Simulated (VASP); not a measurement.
# Cu (Fm-3m) in VASP: settings compared, part 3 of 3

VASP 6.6.1. The steps go on from the part before.

## 4. Single point, r2SCAN

This run uses another cell than the first one, of 11.31 Å³/atom, 1.104 times its volume.

Input file POSCAR:

```
Cu
1.0
    0.0000000000      1.7816860421      1.7816860421
    1.7816860421      0.0000000000      1.7816860421
    1.7816860421      1.7816860421      0.0000000000
Cu
1
Direct
    0.0000000000      0.0000000000      0.0000000000
```

Input file INCAR.step1:

```
SYSTEM = Cu
PREC = Accurate
ENCUT = 520
ISMEAR = 0
SIGMA = 0.1
LREAL = .FALSE.
LASPH = .TRUE.
NELM = 100
NBANDS = 12
GGA = PE
ALGO = Normal
EDIFF = 1E-4
LWAVE = .TRUE.
LCHARG = .FALSE.
```

Input file INCAR.step2:

```
SYSTEM = Cu
PREC = Accurate
ENCUT = 520
EDIFF = 1E-6
ISMEAR = 0
SIGMA = 0.1
LREAL = .FALSE.
LASPH = .TRUE.
NELM = 100
ALGO = Normal
ISIF = 2
LWAVE = .FALSE.
LCHARG = .FALSE.
METAGGA = R2SCAN
LMIXTAU = .TRUE.
NBANDS = 12
ISTART = 1
```

Input file KPOINTS:

```
regular mesh
0
G
  20 20 20
  0 0 0
```

Potentials or basis: VASP PAW PBE potentials, release 64 (Cu).

Started as:

```bash
> cat potpaw_PBE.64/Cu/POTCAR > POTCAR
> cp INCAR.step1 INCAR
> mpirun -np 1 vasp_std > vasp.out
> cp INCAR.step2 INCAR
> mpirun -np 1 vasp_std > vasp.out
```

OUTCAR:

```text
SYSTEM = Cu
   PREC = Accurate
   ENCUT = 520
   EDIFF = 1E-6
   ISMEAR = 0
   LREAL = .FALSE.
   LASPH = .TRUE.
   NELM = 100
   ISIF = 2
   METAGGA = R2SCAN
   ISTART = 1

 ion  position               nearest neighbor table
   1  0.000  0.000  0.000-

  LATTYP: Found a face centered cubic cell.
 ALAT       =     3.5633720842

  Lattice vectors:

 A1 = (   0.0000000000,   1.7816860421,   1.7816860421)
 A2 = (   1.7816860421,   0.0000000000,   1.7816860421)
 A3 = (   1.7816860421,   1.7816860421,   0.0000000000)

Analysis of symmetry for initial positions (statically):
=====================================================================
 Subroutine PRICEL returns:
 Original cell was already a primitive cell.

 Routine SETGRP: Setting up the symmetry group for a
 face centered cubic supercell.

 Subroutine GETGRP returns: Found 48 space group operations
 (whereof 48 operations were pure point group operations)
 out of a pool of 48 trial point group operations.

The static configuration has the point symmetry O_h .

Analysis of symmetry for dynamics (positions and initial velocities):
=====================================================================
 Subroutine PRICEL returns:
 Original cell was already a primitive cell.

 Routine SETGRP: Setting up the symmetry group for a
 face centered cubic supercell.

 Subroutine GETGRP returns: Found 48 space group operations
 (whereof 48 operations were pure point group operations)
 out of a pool of 48 trial point group operations.

The dynamic configuration has the point symmetry O_h .

 Subroutine INISYM returns: Found 48 space group operations
 (whereof 48 operations are pure point group operations),
 and found     1 'primitive' translations

----------------------------------------------------------------------------------------

                                     Primitive cell

  volume of cell :      11.3116
[... 107 lines left out ...]
     AMIX_MAG =   1.60;   BMIX_MAG =  1.00
  volume/ion in A,a.u.               =      11.31        76.33
  Fermi-wavevector in a.u.,A,eV,Ry     =   1.621927  3.064997 35.792114  2.630646
  Thomas-Fermi vector in A             =   2.715623
   LORBIT       =      0    0 simple, 1 ext, 2 COOP (PROOUT), +10 PAW based schemes
   METAGGA = R2SCAN    functional components
   LHFCALC =     F    Hartree Fock is set to
   AEXX    =    0.0000 exact exchange contribution
   IVDW    =     0    specifies the selected vdW correction
   LEPSILON=     F    determine dielectric tensor
   LRPA    =     F    only Hartree local field effects (RPA)
 non-spin polarized calculation
 Gauss-broadening in eV      SIGMA  =   0.10
  energy-cutoff  :      520.00
  volume of cell :       11.31
 maximum number of plane-waves:       322
   NGX =  9   NGY =  9   NGZ =  9

 number of electron      11.0000014 magnetization

 Free energy of the ion-electron system (eV)
  ---------------------------------------------------
  ext. energy  EPLUGINS =         0.00000000
  ---------------------------------------------------
  free energy    TOTEN  =       -10.82674592 eV

  energy without entropy =      -10.82557497  energy(sigma->0) =      -10.82616044

 E-fermi :   7.9112     XC(G=0): -14.0371

 val. band max:        7.9110345449   @ k =   0.5000   0.2500   0.1000
 cond. band min:       7.9421948391   @ k =  -0.4500   0.1000   0.0000
 fundamental gap:      0.0311602942
 Fermi energy:         7.9111990632

 k-point     1 :       0.0000    0.0000    0.0000
  band No.  band energies     occupation
      1      -2.0739      2.00000
      2       4.6664      2.00000
      3       4.6664      2.00000
      4       4.6664      2.00000
      5       5.5401      2.00000
      6       5.5401      2.00000
      7      31.6811      0.00000
      8      35.0600      0.00000
      9      35.0600      0.00000
     10      35.0603      0.00000
     11      37.4903      0.00000
     12      37.4904      0.00000
[... 331 lines left out ...]
 k-point    24 :      -0.3500    0.0500    0.0000
  band No.  band energies     occupation
      1       1.9785      2.00000
      2       4.6819      2.00000
      3       4.7253      2.00000
      4       4.8586      2.00000
      5       5.8919      2.00000
      6       6.1995      2.00000
      7      15.8284      0.00000
      8      29.0748      0.00000
      9      31.5687      0.00000
     10      32.9556      0.00000
     11      35.0581      0.00000
     12      36.9612      0.00000

 [... further k-points ...]
[... 5 lines left out ...]
  --------------------------------------------------------------------------------------
  -------------------------------------------------------------------------------------
  Total        0.1681048      0.1681048      0.1681048     -0.0000000     -0.0000000      0.0000000
  in kB       23.8104246     23.8104246     23.8104246     -0.0000000     -0.0000000      0.0000000
  external PRESSURE =      23.8104246 kB  Pullay stress =       0.0000000 kB

 VOLUME and BASIS-vectors are now :
 -----------------------------------------------------------------------------
  energy-cutoff  :      520.00
  volume of cell :       11.31
      direct lattice vectors                 reciprocal lattice vectors
     0.000000000  1.781686042  1.781686042    -0.280633057  0.280633057  0.280633057
     1.781686042  0.000000000  1.781686042     0.280633057 -0.280633057  0.280633057
     1.781686042  1.781686042  0.000000000     0.280633057  0.280633057 -0.280633057

 POSITION                                       TOTAL-FORCE (eV/Angst)
 -----------------------------------------------------------------------------------
      0.00000      0.00000      0.00000         0.000000      0.000000      0.000000
 -----------------------------------------------------------------------------------
    total drift:                                0.000000      0.000000      0.000000

  FREE ENERGIE OF THE ION-ELECTRON SYSTEM (eV)
  ---------------------------------------------------
  free  energy   TOTEN  =       -10.8267459190 eV

  energy  without entropy=      -10.8255749679  energy(sigma->0) =      -10.82616044
```

OSZICAR.step1:

```text
N       E                     dE             d eps       ncg     rms          rms(c)
DAV:   1     0.427927708007E+02    0.42793E+02   -0.53865E+03  6808   0.156E+03
DAV:   2    -0.327643248064E+01   -0.46069E+02   -0.42476E+02  6316   0.206E+02
DAV:   3    -0.462127491203E+01   -0.13448E+01   -0.13362E+01  7196   0.399E+01
DAV:   4    -0.462934113039E+01   -0.80662E-02   -0.80650E-02  7040   0.275E+00
DAV:   5    -0.462941386006E+01   -0.72730E-04   -0.72730E-04  7300   0.266E-01    0.773E+00
DAV:   6    -0.405688949991E+01    0.57252E+00   -0.13882E+01  7328   0.714E+01    0.366E+00
DAV:   7    -0.372395181675E+01    0.33294E+00   -0.21066E+00  7356   0.277E+01    0.634E-01
DAV:   8    -0.371105656759E+01    0.12895E-01   -0.45844E-03  7936   0.762E-01    0.262E-01
DAV:   9    -0.370983795560E+01    0.12186E-02   -0.72198E-03  7712   0.149E+00    0.271E-02
DAV:  10    -0.370984179518E+01   -0.38396E-05   -0.22051E-05  3900   0.854E-02
   1 F= -.37098418E+01 E0= -.37092092E+01  d E =-.126514E-02
```

Wall time 90 s (1 thread of Intel Xeon Platinum 8559C (Emerald Rapids), shared host); peak memory 0.15 GiB.

What came out:

| Property | Result |
| --- | --- |
| Free energy | -10.8267 eV |
| Pressure | 2.4 GPa |

Caveat: the PAW data sets were made with another functional, which shifts forces and pressure a little.

## 5. Summary

```csv
task,level,cell,cutoff (eV),smearing,gap on the mesh (eV),pressure (GPa)
relaxation of cell and atoms,PBEsol,"relaxed to 21.1 GPa from a = 2.438 Å, angles 60.0°, 1 atom",600,fermi-dirac 0.1 eV,none,21.1
relaxation of cell and atoms,PBEsol,"relaxed from a = 2.520 Å, angles 60.0°, 1 atom",600,fermi-dirac 0.15 eV,none,0.0
single point,r2SCAN,"a = 2.520 Å, angles 60.0°, 1 atom",520,gaussian 0.1 eV,none,2.4
```

Alike in all rows: potentials or basis VASP PAW PBE potentials, release 64 (Cu); no spin polarisation; k mesh 20 × 20 × 20.

Caveats: the PAW data sets were made with another functional, which shifts forces and pressure a little; the cell is relaxed towards a set pressure, so the enthalpy falls and the energy may rise (some runs).

Absolute energies hang on the potentials; compare differences alone.
